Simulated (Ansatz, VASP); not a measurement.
**Ge, level by level in two programs**

```
CELL_PARAMETERS angstrom
-1.60842 1.60842 1.87318
1.60842 -1.60842 1.87318
1.60842 1.60842 -1.87318
ATOMIC_POSITIONS crystal
Ge 0.50000 0.50000 0.00000
```

Single points on this cell with VASP 6.6.1 and Ansatz 0.2.0. Each row is one pair of runs. Alike in all rows: spin: off; VASP's potentials, cutoff: VASP PAW PBE potentials, release 64 (Ge_d), 520 eV; Ansatz's potentials, cutoff: Ansatz PAW, 420 eV.

| level | k mesh | smearing | gap on the k mesh at the Fermi level (eV), VASP | gap on the k mesh at the Fermi level (eV), Ansatz | pressure (GPa), VASP | pressure (GPa), Ansatz |
| --- | --- | --- | --- | --- | --- | --- |
| HF | 6 × 6 × 6 | fermi-dirac, width 0.05 eV | none | none | 5.9 | 5.9 |
| PBE0 | 6 × 6 × 6 | fermi-dirac, width 0.05 eV | none | none | -1.6 | -1.6 |
| PBEsol-based global hybrid | 6 × 6 × 6 | fermi-dirac, width 0.05 eV | none | none | -3.8 | -3.8 |
| B3LYP | 6 × 6 × 6 | fermi-dirac, width 0.05 eV | none | none | 4.0 | 4.1 |
| PBE | 12 × 12 × 12 | gaussian, width 0.012 eV | none | none | 0.8 | 0.9 |

Pressure (GPa): the two programs differ by at most 0.09.

A gap of «none» marks a metal or a gap that the smearing closes.

The k mesh is coarse in some rows, so the values compare programs but aren't converged.
